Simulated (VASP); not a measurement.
# AlNi3 (Pm-3m) in VASP: a series of runs, part 2 of 2

VASP 6.6.1. The steps go on from the part before.

## (3) Relaxation of cell and atoms, PBE, collinear spin, ferromagnetic start

The input, INCAR:

```
  PREC = Accurate
  ENCUT = 600
  EDIFF = 1E-7
  ISMEAR = 0
  SIGMA = 0.1
  LREAL = False
  LASPH = True
  NELM = 150
  ALGO = Normal
  ISIF = 3
  LWAVE = False
  LCHARG = False
  ISPIN = 2
  MAGMOM = 0 0.3 0.3 0.3
  LORBIT = 11
  LMAXMIX = 4
  GGA = PE
  IBRION = 2
  NSW = 100
  EDIFFG = -0.005
```

The input, KPOINTS:

```
regular mesh
0
Gamma
  12 12 12
```

The input, POSCAR:

```
AlNi3
1.0
    3.5230547267      0.0000000000      0.0000000000
    0.0000000000      3.5230547267      0.0000000000
    0.0000000000      0.0000000000      3.5230547267
Al Ni
1 3
Direct
    0.0000000000      0.0000000000      0.0000000000
    0.0000000000      0.5000000000      0.5000000000
    0.5000000000      0.0000000000      0.5000000000
    0.5000000000      0.5000000000      0.0000000000
```

Potentials or basis: VASP PAW PBE potentials, release 64 (Al, Ni).

The run is started by

```bash
cat potpaw_PBE.64/Al/POTCAR potpaw_PBE.64/Ni/POTCAR > POTCAR
mpirun -np 1 vasp_std > vasp.out
```

OUTCAR:

```text
PREC = Accurate
   ENCUT = 600
   EDIFF = 1E-7
   ISMEAR = 0
   LREAL = False
   LASPH = True
   NELM = 150
   ISIF = 3
   ISPIN = 2
   LORBIT = 11
   GGA = PE
   IBRION = 2
   NSW = 100
   EDIFFG = -0.005

 ion  position               nearest neighbor table
   1  0.000  0.000  0.000-   2 2.49   3 2.49   4 2.49   2 2.49   3 2.49   2 2.49   4 2.49   2 2.49
                             3 2.49   4 2.49   3 2.49   4 2.49
   2  0.000  0.500  0.500-   1 2.49   3 2.49   4 2.49   1 2.49   4 2.49   1 2.49   3 2.49   1 2.49
                             3 2.49   4 2.49   4 2.49   3 2.49
   3  0.500  0.000  0.500-   1 2.49   2 2.49   4 2.49   1 2.49   4 2.49   2 2.49   4 2.49   4 2.49
                             1 2.49   2 2.49   1 2.49   2 2.49
   4  0.500  0.500  0.000-   1 2.49   2 2.49   3 2.49   2 2.49   3 2.49   1 2.49   3 2.49   3 2.49
                             1 2.49   2 2.49   2 2.49   1 2.49

  LATTYP: Found a simple cubic cell.
 ALAT       =     3.5230547267

  Lattice vectors:

 A1 = (   3.5230547267,   0.0000000000,   0.0000000000)
 A2 = (   0.0000000000,   3.5230547267,   0.0000000000)
 A3 = (   0.0000000000,   0.0000000000,   3.5230547267)

Analysis of symmetry for initial positions (statically):
=====================================================================
 Subroutine PRICEL returns:
 Original cell was already a primitive cell.

 Routine SETGRP: Setting up the symmetry group for a
 simple cubic supercell.

 Subroutine GETGRP returns: Found 48 space group operations
 (whereof 48 operations were pure point group operations)
 out of a pool of 48 trial point group operations.

The static configuration has the point symmetry O_h .

Analysis of symmetry for dynamics (positions and initial velocities):
=====================================================================
 Subroutine PRICEL returns:
 Original cell was already a primitive cell.

 Routine SETGRP: Setting up the symmetry group for a
 simple cubic supercell.

 Subroutine GETGRP returns: Found 48 space group operations
 (whereof 48 operations were pure point group operations)
 out of a pool of 48 trial point group operations.

The dynamic configuration has the point symmetry O_h .

Analysis of structural, dynamic, and magnetic symmetry:
=====================================================================
 Subroutine PRICEL returns:
 Original cell was already a primitive cell.

 Routine SETGRP: Setting up the symmetry group for a
 simple cubic supercell.

 Subroutine GETGRP returns: Found 48 space group operations
 (whereof 48 operations were pure point group operations)
 out of a pool of 48 trial point group operations.

The overall configuration has the point symmetry O_h .

 Subroutine INISYM returns: Found 48 space group operations
 (whereof 48 operations are pure point group operations),
 and found     1 'primitive' translations

----------------------------------------------------------------------------------------

                                     Primitive cell

  volume of cell :      43.7279

  direct lattice vectors                    reciprocal lattice vectors
     3.523054727  0.000000000  0.000000000     0.283844583  0.000000000  0.000000000
     0.000000000  3.523054727  0.000000000     0.000000000  0.283844583  0.000000000
     0.000000000  0.000000000  3.523054727     0.000000000  0.000000000  0.283844583

[... 77 lines left out ...]
 SYSTEM =  unknown system
   PREC   = accura    normal or accurate (medium, high low for compatibility)
   ISTART =      0    job   : 0-new  1-cont  2-samecut
   ICHARG =      2    charge: 1-file 2-atom 10-const
   ISPIN  =      2    spin polarized calculation?
   LNONCOLLINEAR =      F non collinear calculations
   LSORBIT =      F    spin-orbit coupling
   LASPH  =      T    aspherical Exc in radial PAW
   ENCUT  =  600.0 eV  44.10 Ry    6.64 a.u.   7.04  7.04  7.04*2*pi/ulx,y,z
   NELM   =    150;   NELMIN=  2; NELMDL= -5     # of ELM steps
   EDIFF  = 0.1E-06   stopping-criterion for ELM
   LREAL  =      F    real-space projection
   EDIFFG = -.5E-02   stopping-criterion for IOM
   NSW    =    100    number of steps for IOM
   IBRION =      2    ionic relax: 0-MD 1-quasi-New 2-CG
   NFREE  =      1    steps in history (QN), initial steepest desc. (CG)
   ISIF   =      3    stress and relaxation
   ISYM   =      2    0-nonsym 1-usesym 2-fastsym
   POTIM  = 0.5000    time-step for ionic-motion
   TEBEG  =    0.0;   TEEND  =   0.0 temperature during run
   PSTRESS=    0.0 pullay stress
   NELECT =      33.0000    total number of electrons
   NUPDOWN=      -1.0000    fix difference up-down
   EMIN   =  10.00;   EMAX   =-10.00  energy-range for DOS
   EFERMI =   0.00;   METHOD = LEGACY
   ISMEAR =     0;   SIGMA  =   0.10  broadening in eV -4-tet -1-fermi 0-gaus
   EFERMI_NEDOS =   21; number of points for ismear=-14 and -15
   IALGO  =     38    algorithm
   IMIX   =      4    mixing-type and parameters
     AMIX     =   0.40;   BMIX     =  1.00
     AMIX_MAG =   1.60;   BMIX_MAG =  1.00
  volume/ion in A,a.u.               =      10.93        73.77
  Fermi-wavevector in a.u.,A,eV,Ry     =   1.490482  2.816603 30.225843  2.221537
  Thomas-Fermi vector in A             =   2.603258
   LORBIT       =     11    0 simple, 1 ext, 2 COOP (PROOUT), +10 PAW based schemes
   GGA     = PE    functional components
   LHFCALC =     F    Hartree Fock is set to
   AEXX    =    0.0000 exact exchange contribution
   IVDW    =     0    specifies the selected vdW correction
   LEPSILON=     F    determine dielectric tensor
   LRPA    =     F    only Hartree local field effects (RPA)
 conjugate gradient relaxation of ions
 spin polarized calculation
 Gauss-broadening in eV      SIGMA  =   0.10
  energy-cutoff  :      600.00
  volume of cell :       43.73
 maximum number of plane-waves:      1492
   NGX = 15   NGY = 15   NGZ = 15

--------------------------------------- Ionic step        1  -------------------------------------------

 number of electron      32.9999980 magnetization       0.6914862

 Free energy of the ion-electron system (eV)
  ---------------------------------------------------
  ext. energy  EPLUGINS =         0.00000000
  ---------------------------------------------------
  free energy    TOTEN  =       -21.86861411 eV

  energy without entropy =      -21.85251696  energy(sigma->0) =      -21.86056553

------------------------ aborting loop because EDIFF is reached ----------------------------------------

  FORCE on cell =-STRESS in cart. coord.  units (eV):
  Direction    XX          YY          ZZ          XY          YZ          ZX
  --------------------------------------------------------------------------------------
  -------------------------------------------------------------------------------------
  Total        1.9674026      1.9674026      1.9674026     -0.0000000     -0.0000000      0.0000000
  in kB       72.0851257     72.0851257     72.0851257     -0.0000000     -0.0000000      0.0000000
  external PRESSURE =      72.0851257 kB  Pullay stress =       0.0000000 kB
[... 143 lines left out ...]
--------------------------------------- Ionic step        5  -------------------------------------------

 number of electron      33.0000017 magnetization      -0.0003412

 Free energy of the ion-electron system (eV)
  ---------------------------------------------------
  ext. energy  EPLUGINS =         0.00000000
  ---------------------------------------------------
  free energy    TOTEN  =       -21.89071450 eV

  energy without entropy =      -21.86277839  energy(sigma->0) =      -21.87674644

 E-fermi :   9.4065     XC(G=0): -12.6622

 val. band max:        9.3985745073   @ k =   0.3333   0.2500   0.2500
 cond. band min:       9.4095506604   @ k =   0.3333   0.3333   0.3333
 fundamental gap:      0.0109761530
 Fermi energy:         9.4064941188

 spin component 1

 k-point     1 :       0.0000    0.0000    0.0000
  band No.  band energies     occupation
      1      -0.4926      1.00000
      2       5.2207      1.00000
      3       5.9198      1.00000
      4       5.9198      1.00000
      5       6.3321      1.00000
      6       6.3321      1.00000
[... 541 lines left out ...]
     19      11.6673      0.00000
     20      15.4519      0.00000

 [... further k-points ...]

 spin component 2

 k-point     1 :       0.0000    0.0000    0.0000
  band No.  band energies     occupation
      1      -0.4926      1.00000
      2       5.2207      1.00000
      3       5.9197      1.00000
      4       5.9197      1.00000
      5       6.3320      1.00000
      6       6.3320      1.00000
[... 574 lines left out ...]
  FREE ENERGIE OF THE ION-ELECTRON SYSTEM (eV)
  ---------------------------------------------------
  free  energy   TOTEN  =       -21.8907144992 eV

  energy  without entropy=      -21.8627783905  energy(sigma->0) =      -21.87674644

 reached required accuracy - stopping structural energy minimisation

 total charge

# of ion       s       p       d       tot
------------------------------------------
    1        0.407   0.391   0.000   0.798
    2        0.491   0.511   8.382   9.384
    3        0.491   0.511   8.382   9.384
    4        0.491   0.511   8.382   9.384
--------------------------------------------------
tot          1.879   1.925  25.145  28.948

 magnetization (x)

# of ion       s       p       d       tot
------------------------------------------
    1        0.000   0.000   0.000   0.000
    2        0.000   0.000  -0.000  -0.000
    3        0.000   0.000  -0.000  -0.000
    4        0.000   0.000  -0.000  -0.000
--------------------------------------------------
tot          0.000   0.000  -0.001  -0.000
```

OSZICAR:

```text
N       E                     dE             d eps       ncg     rms          rms(c)
DAV:   1     0.205512597414E+03    0.20551E+03   -0.16168E+04  6728   0.236E+03
DAV:   2    -0.144757042680E+02   -0.21999E+03   -0.21292E+03  6728   0.393E+02
[... 67 lines left out ...]
DAV:   2    -0.218912218712E+02   -0.13154E-03   -0.63478E-03  7612   0.129E+00    0.183E-01
DAV:   3    -0.218907213247E+02    0.50055E-03   -0.21170E-03  7548   0.767E-01    0.235E-02
DAV:   4    -0.218907156321E+02    0.56926E-05   -0.38016E-05  6980   0.550E-02    0.689E-03
DAV:   5    -0.218907149147E+02    0.71739E-06   -0.17710E-06  8216   0.170E-02    0.259E-03
DAV:   6    -0.218907146519E+02    0.26276E-06   -0.19666E-07  4660   0.461E-03    0.904E-04
DAV:   7    -0.218907145006E+02    0.15135E-06   -0.71084E-08  3416   0.367E-03    0.689E-04
DAV:   8    -0.218907144992E+02    0.14470E-08   -0.11010E-08  3396   0.102E-03
   5 F= -.21890714E+02 E0= -.21876746E+02  d E =-.221004E-01  mag=    -0.0003
```

CONTCAR:

```text
AlNi3
   1.00000000000000
     3.5650143741425850   -0.0000000000000000    0.0000000000000000
    -0.0000000000000000    3.5650143741425850   -0.0000000000000000
     0.0000000000000000   -0.0000000000000000    3.5650143741425850
  Al              Ni
     1     3
Direct
     0.0000000000000000    0.0000000000000000    0.0000000000000000
     0.0000000000000000    0.5000000000000000    0.5000000000000000
     0.5000000000000000    0.0000000000000000    0.5000000000000000
     0.5000000000000000    0.5000000000000000    0.0000000000000000

  0.00000000E+00  0.00000000E+00  0.00000000E+00
  0.00000000E+00  0.00000000E+00  0.00000000E+00
  0.00000000E+00  0.00000000E+00  0.00000000E+00
  0.00000000E+00  0.00000000E+00  0.00000000E+00
```

It took 9.5 min on 1 thread of Intel Xeon Platinum 8259CL at 2.50GHz (Skylake/Cascade Lake), shared host; peak memory 0.28 GiB.

Results:

```
Free energy                                           : -21.8907 eV
Relaxed volume                                        : 11.33 Å³/atom
Relaxed cell                                          : a = 3.565 Å, b = 3.565 Å, c = 3.565 Å, α = 90.00°, β = 90.00°, γ = 90.00°
Space group after relaxing (to 0.05 Å)                : Pm-3m (No. 221)
Energy gained by relaxing                             : 5.5 meV/atom
Ionic steps                                           : 5
Pressure after relaxing                               : 0.0 GPa
Net moment                                            : 0.00 μB per cell
Valence electrons inside the program's atomic spheres : Al 0.80; Ni 9.38
```

The path:
| step | energy change (eV) | largest force (eV/Å) | pressure (GPa) | volume (Å³) |
| --- | --- | --- | --- | --- |
| 1 | 0.0000 | 0.0000 | 7.21 | 43.73 |
| 2 | 0.0081 | 0.0000 | -5.80 | 46.92 |
| 3 | -0.0216 | 0.0000 | 0.93 | 45.10 |
| 4 | -0.0221 | 0.0000 | -0.13 | 45.34 |
| 5 | -0.0221 | 0.0000 | 0.00 | 45.31 |

Final structure:
```yaml
crystal:
  lattice:
    - [3.56501, 0.00000, 0.00000]
    - [0.00000, 3.56501, 0.00000]
    - [0.00000, 0.00000, 3.56501]
  atoms:
    - { symbol: Al, position: [0.00000, 0.00000, 0.00000] }
    - { symbol: Ni, position: [0.00000, 0.50000, 0.50000] }
    - { symbol: Ni, position: [0.50000, 0.00000, 0.50000] }
    - { symbol: Ni, position: [0.50000, 0.50000, 0.00000] }
```

Levels at points of the mesh, in eV from the Fermi level:
Spin up:
| k point | band 15 | band 16 | band 17 | band 18 | band 19 | band 20 |
| --- | --- | --- | --- | --- | --- | --- |
| (0.00, 0.00, 0.00) | 0.18 | 0.18 | 0.89 | 0.89 | 0.89 | 6.61 |
| (0.50, 0.00, 0.00) | -0.87 | -0.36 | 0.18 | 5.53 | 5.53 | 5.64 |
| (0.50, 0.50, 0.00) | -0.81 | -0.73 | -0.45 | 1.01 | 1.01 | 8.14 |
| (0.50, 0.50, 0.50) | -0.91 | -0.12 | -0.02 | -0.02 | -0.02 | 3.42 |
Spin down:
| k point | band 15 | band 16 | band 17 | band 18 | band 19 | band 20 |
| --- | --- | --- | --- | --- | --- | --- |
| (0.00, 0.00, 0.00) | 0.18 | 0.18 | 0.89 | 0.89 | 0.89 | 6.61 |
| (0.50, 0.00, 0.00) | -0.87 | -0.36 | 0.18 | 5.53 | 5.53 | 5.64 |
| (0.50, 0.50, 0.00) | -0.81 | -0.73 | -0.45 | 1.01 | 1.01 | 8.14 |
| (0.50, 0.50, 0.50) | -0.91 | -0.12 | -0.02 | -0.02 | -0.02 | 3.42 |
